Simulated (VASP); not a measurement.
# Al15VN16 (a cell with a defect) in VASP: single point with PBE

Aim: the single point of Al15VN16 (a cell with a defect) with PBE.

All numbers are computed with VASP 6.6.1; they aren't measurements. Logs are shortened: lines on timing, memory, paths and dates and some standing lists are left out, and cuts for length are marked.

## Step 1: The cell of the first run

The cell holds a defect, 32 atoms: a = 6.226 Å, b = 6.226 Å, c = 9.962 Å, α = 90.00°, β = 90.00°, γ = 120.00°.

## Step 2: Single point, PBE, collinear spin, ferromagnetic start

File INCAR:

```
SYSTEM = Al15VN16
ALGO = Normal ; EDIFF = 1E-6
ENCUT = 520 ; GGA = PE
ISIF = 2 ; ISMEAR = -1
ISPIN = 2 ; LASPH = .TRUE.
LCHARG = .TRUE. ; LELF = .TRUE.
LMAXMIX = 4 ; LORBIT = 11
LREAL = Auto ; LVHAR = .TRUE.
LWAVE = .FALSE. ; MAGMOM = 1 0 0 0 0 0 0 0 0 0 0 0 0 0 0 0 0 0 0 0 0 0 0 0 0 0 0 0 0 0 0 0
NBANDS = 95 ; NELECT = 137.0
NELM = 150 ; PREC = Accurate
SIGMA = 0.01
```

File KPOINTS:

```
k-points
0
G
  4 4 2
  0 0 0
```

File POSCAR:

```
Al15VN16
1.0
    6.2260000000      0.0000000000      0.0000000000
   -3.1130000000      5.3918741640      0.0000000000
    0.0000000000      0.0000000000      9.9620000000
V Al N
1 15 16
Direct
    0.1666666667      0.3333333333     -0.0042885190
    0.1666666667      0.3333333333      0.5003455062
    0.1622279318      0.8311139659      0.0025957516
    0.1660195295      0.8330097647      0.4997328280
    0.6688860341      0.3377720682      0.0025957516
    0.6669902353      0.3339804705      0.4997328280
    0.6688860341      0.8311139659      0.0025957516
    0.6669902353      0.8330097647      0.4997328280
    0.3350401068      0.1649598932      0.2514834885
    0.3339442227      0.1660557773      0.7457429236
    0.3350401068      0.6700802137      0.2514834885
    0.3339442227      0.6678884454      0.7457429236
    0.8299197863      0.1649598932      0.2514834885
    0.8321115546      0.1660557773      0.7457429236
    0.8333333333      0.6666666667      0.2523032489
    0.8333333333      0.6666666667      0.7489717662
    0.1666666667      0.3333333333      0.1868027883
    0.1666666667      0.3333333333      0.6927279426
    0.1663200291      0.8331600145      0.1913439890
    0.1664699213      0.8332349607      0.6914196744
    0.6668399855      0.3336799709      0.1913439890
    0.6667650393      0.3335300787      0.6914196744
    0.6668399855      0.8331600145      0.1913439890
    0.6667650393      0.8332349607      0.6914196744
    0.3329381138      0.1670618862      0.4412407245
    0.3340382560      0.1659617440      0.9406050224
    0.3329381138      0.6658762277      0.4412407245
    0.3340382560      0.6680765121      0.9406050224
    0.8341237723      0.1670618862      0.4412407245
    0.8319234879      0.1659617440      0.9406050224
    0.8333333333      0.6666666667      0.4418726480
    0.8333333333      0.6666666667      0.9408171870
```

Potentials or basis: VASP PAW PBE potentials, release 64 (V_sv, Al, N).

Launch:

```sh
cat potpaw_PBE.64/V_sv/POTCAR potpaw_PBE.64/Al/POTCAR potpaw_PBE.64/N/POTCAR > POTCAR
mpirun -np 1 vasp_std > vasp.out
```

OUTCAR:

```text
SYSTEM = Al15VN16
   EDIFF = 1E-6
   ENCUT = 520
   GGA = PE
   ISIF = 2
   ISMEAR = -1
   ISPIN = 2
   LASPH = .TRUE.
   LORBIT = 11
   LREAL = Auto
   NELECT = 137.0
   NELM = 150
   PREC = Accurate

 ion  position               nearest neighbor table
   1  0.167  0.333  0.996-  26 1.89  30 1.89  28 1.89  17 1.90  10 3.07  14 3.07  12 3.07   5 3.11
                             3 3.11   7 3.11   7 3.11   5 3.11   3 3.11   9 3.13  13 3.13  11 3.13
   2  0.167  0.333  0.500-  25 1.89  29 1.89  27 1.89  18 1.92  10 3.04  14 3.04  12 3.04   9 3.07
                            13 3.07  11 3.07   6 3.11   6 3.11   4 3.11   8 3.11   8 3.11   4 3.11
   3  0.162  0.831  0.003-  32 1.88  19 1.88  28 1.91  26 1.91  15 3.05  11 3.06   9 3.06   7 3.07
                             5 3.07  16 3.09   1 3.11   1 3.11  12 3.13  10 3.13   7 3.15   5 3.15
   4  0.166  0.833  0.500-  31 1.88  27 1.89  25 1.89  20 1.91  12 3.04  10 3.04  15 3.05  11 3.05
                             9 3.05  16 3.06   8 3.11   6 3.11   2 3.11   2 3.11   8 3.12   6 3.12
   5  0.669  0.338  0.003-  32 1.88  21 1.88  30 1.91  26 1.91  15 3.05  13 3.06   9 3.06   7 3.07
                             3 3.07  16 3.09   1 3.11   1 3.11  14 3.13  10 3.13   7 3.15   3 3.15
   6  0.667  0.334  0.500-  31 1.88  29 1.89  25 1.89  22 1.91  14 3.04  10 3.04  15 3.05  13 3.05
                             9 3.05  16 3.06   4 3.11   8 3.11   2 3.11   2 3.11   8 3.12   4 3.12
   7  0.669  0.831  0.003-  32 1.88  23 1.88  28 1.91  30 1.91  15 3.05  11 3.06  13 3.06   3 3.07
                             5 3.07  16 3.09   1 3.11   1 3.11  12 3.13  14 3.13   3 3.15   5 3.15
   8  0.667  0.833  0.500-  31 1.88  27 1.89  29 1.89  24 1.91  12 3.04  14 3.04  15 3.05  11 3.05
                            13 3.05  16 3.06   4 3.11   6 3.11   2 3.11   2 3.11   4 3.12   6 3.12
   9  0.335  0.165  0.251-  21 1.89  19 1.89  25 1.89  17 1.93   6 3.05   4 3.05   5 3.06   3 3.06
[... 17 lines left out ...]
  19  0.166  0.833  0.191-   3 1.88  11 1.89   9 1.89  15 1.90
  20  0.166  0.833  0.691-  10 1.87  12 1.87  16 1.89   4 1.91
  21  0.667  0.334  0.191-   5 1.88  13 1.89   9 1.89  15 1.90
  22  0.667  0.334  0.691-  10 1.87  14 1.87  16 1.89   6 1.91
[... 8 lines left out ...]
  31  0.833  0.667  0.442-   8 1.88   4 1.88   6 1.88  15 1.89
  32  0.833  0.667  0.941-   7 1.88   3 1.88   5 1.88  16 1.91

  LATTYP: Found a hexagonal cell.
 ALAT       =     6.2260000000
 C/A-ratio  =     1.6000642467

  Lattice vectors:

 A1 = (   6.2260000000,   0.0000000000,   0.0000000000)
 A2 = (  -3.1130000000,   5.3918741640,   0.0000000000)
 A3 = (   0.0000000000,   0.0000000000,   9.9620000000)

Analysis of symmetry for initial positions (statically):
=====================================================================
 Subroutine PRICEL returns:
 Original cell was already a primitive cell.

 Routine SETGRP: Setting up the symmetry group for a
 hexagonal supercell.

 Subroutine GETGRP returns: Found  6 space group operations
 (whereof  2 operations were pure point group operations)
 out of a pool of 24 trial point group operations.

The static configuration has the point symmetry C_1h.
 The point group associated with its full space group is C_3v.

[... 223 lines left out ...]
 fundamental gap:      0.0213796070
 Fermi energy:         8.2199217983

 spin component 1

 k-point     1 :       0.0000    0.0000    0.0000
  band No.  band energies     occupation
      1     -57.5826      1.00000
      2     -31.4957      1.00000
      3     -31.4957      1.00000
      4     -31.4472      1.00000
      5      -8.9445      1.00000
      6      -8.0822      1.00000
[... 653 lines left out ...]
     79      12.7118      0.00000
     80      12.7810      0.00000
 Fermi energy:         8.2199217983

 spin component 2

 k-point     1 :       0.0000    0.0000    0.0000
  band No.  band energies     occupation
      1     -56.6095      1.00000
      2     -30.5887      1.00000
      3     -30.5887      1.00000
      4     -30.4013      1.00000
      5      -8.9411      1.00000
      6      -8.0804      1.00000
[... 653 lines left out ...]
     79      12.7390      0.00000
     80      12.8176      0.00000
 [bands above 80 left out]

------------------------ aborting loop because EDIFF is reached ----------------------------------------

  FORCE on cell =-STRESS in cart. coord.  units (eV):
  Direction    XX          YY          ZZ          XY          YZ          ZX
  --------------------------------------------------------------------------------------
  -------------------------------------------------------------------------------------
  Total       -0.5328466     -0.5328466     -2.6219893     -0.0000000     -0.0000000      0.0000000
  in kB       -2.5528035     -2.5528035    -12.5616326     -0.0000000     -0.0000000      0.0000000
  external PRESSURE =      -5.8890799 kB  Pullay stress =       0.0000000 kB

 VOLUME and BASIS-vectors are now :
 -----------------------------------------------------------------------------
  energy-cutoff  :      520.00
  volume of cell :      334.42
      direct lattice vectors                 reciprocal lattice vectors
     6.226000000  0.000000000  0.000000000     0.160616768  0.092732134  0.000000000
    -3.113000000  5.391874164  0.000000000     0.000000000  0.185464269  0.000000000
     0.000000000  0.000000000  9.962000000     0.000000000  0.000000000  0.100381450

 POSITION                                       TOTAL-FORCE (eV/Angst)
 -----------------------------------------------------------------------------------
      0.00000      1.79729      9.91928        -0.000000      0.000000      0.006141
      0.00000      1.79729      4.98444        -0.000000      0.000000      0.000577
     -1.57723      4.48126      0.02586         0.003008      0.001737     -0.001335
     -1.55952      4.49148      4.97834        -0.000143     -0.000083      0.005834
      3.11300      1.82122      0.02586         0.000000     -0.003473     -0.001335
      3.11300      1.80078      4.97834        -0.000000      0.000166      0.005834
[... 24 lines left out ...]
      3.11300      3.59458      4.40194        -0.000000      0.000000     -0.004808
      3.11300      3.59458      9.37242        -0.000000      0.000000     -0.004721
 -----------------------------------------------------------------------------------
    total drift:                                0.000004      0.000000      0.042325

  FREE ENERGIE OF THE ION-ELECTRON SYSTEM (eV)
  ---------------------------------------------------
  free  energy   TOTEN  =      -249.4131603366 eV

  energy  without entropy=     -249.4123860866  energy(sigma->0) =     -249.41277321

 total charge

# of ion       s       p       d       tot
------------------------------------------
    1        2.344   6.294   3.128  11.766
    2        0.365   0.435   0.000   0.800
    3        0.366   0.433   0.000   0.799
    4        0.365   0.435   0.000   0.800
    5        0.366   0.433   0.000   0.799
    6        0.365   0.435   0.000   0.800
[... 24 lines left out ...]
   31        1.222   2.641   0.000   3.864
   32        1.223   2.640   0.000   3.863
--------------------------------------------------
tot         27.451  54.803   3.128  85.382

 magnetization (x)

# of ion       s       p       d       tot
------------------------------------------
    1        0.009   0.005   0.916   0.931
    2        0.000   0.000   0.000   0.000
    3        0.003   0.003   0.000   0.005
    4        0.000   0.000   0.000   0.000
    5        0.003   0.003   0.000   0.005
    6        0.000   0.000   0.000   0.000
[... 24 lines left out ...]
   31        0.000   0.000   0.000   0.000
   32        0.000  -0.001   0.000  -0.001
--------------------------------------------------
tot          0.021  -0.033   0.916   0.904
```

OSZICAR:

```text
N       E                     dE             d eps       ncg     rms          rms(c)
DAV:   1     0.705068079648E+03    0.70507E+03   -0.66167E+04  3232   0.133E+03
DAV:   2    -0.222911500451E+03   -0.92798E+03   -0.89297E+03  3768   0.289E+02
DAV:   3    -0.291782720095E+03   -0.68871E+02   -0.67670E+02  3648   0.849E+01
[... 11 lines left out ...]
DAV:  15    -0.249413129752E+03   -0.13967E-03   -0.46058E-04  3520   0.100E-01    0.784E-02
DAV:  16    -0.249413143753E+03   -0.14001E-04   -0.28716E-04  3784   0.649E-02    0.432E-02
DAV:  17    -0.249413158180E+03   -0.14427E-04   -0.58355E-05  3448   0.277E-02    0.218E-02
DAV:  18    -0.249413160274E+03   -0.20939E-05   -0.12567E-05  3536   0.149E-02    0.635E-03
DAV:  19    -0.249413160337E+03   -0.62509E-07   -0.19924E-06  2536   0.640E-03
   1 F= -.24941316E+03 E0= -.24941277E+03  d E =-.774250E-03  mag=     1.0003
```

It took 27 min on 1 thread of Oxide Virtual Turin-like, shared host; peak memory 0.73 GiB.

What came out:

```yaml
Free_energy: -249.4132 eV
Largest_force: 0.064 eV/Å
Net_moment: 1.00 μB per cell
Site_moments: V +0.93; Al +0.00, +0.01 (each value once); N -0.01, -0.00, +0.00, -0.02 (each value once) μB
Valence_electrons_inside_the_program's_atomic_spheres: V 11.77; Al 0.80; N 3.81, 3.86, 3.83 (each value once)
```

Forces in eV/Å, atoms in the order of the input:
```
V    0.000  0.000  0.006
Al   0.000  0.000  0.001
Al   0.003  0.002 -0.001
Al   0.000  0.000  0.006
Al   0.000 -0.003 -0.001
Al   0.000  0.000  0.006
Al  -0.003  0.002 -0.001
Al   0.000  0.000  0.006
Al   0.003 -0.002  0.005
Al  -0.002  0.001  0.003
Al   0.000  0.004  0.005
Al   0.000 -0.002  0.003
Al  -0.003 -0.002  0.005
Al   0.002  0.001  0.003
Al   0.000  0.000  0.006
Al   0.000  0.000  0.003
N    0.000  0.000  0.052
N    0.000  0.000 -0.002
N    0.000  0.000 -0.001
N   -0.001  0.000 -0.005
N    0.000  0.001 -0.001
N    0.000  0.001 -0.005
N    0.000  0.000 -0.001
N    0.001  0.000 -0.005
N   -0.002  0.001 -0.004
N    0.053 -0.031 -0.020
N    0.000 -0.002 -0.004
N    0.000  0.061 -0.020
N    0.002  0.001 -0.004
N   -0.053 -0.031 -0.020
N    0.000  0.000 -0.005
N    0.000  0.000 -0.005
```

Caveat: the cell carries a net charge on a neutralising background, which shifts energy and pressure; the cell is charged against a uniform background, so pressure and absolute levels hang on convention.
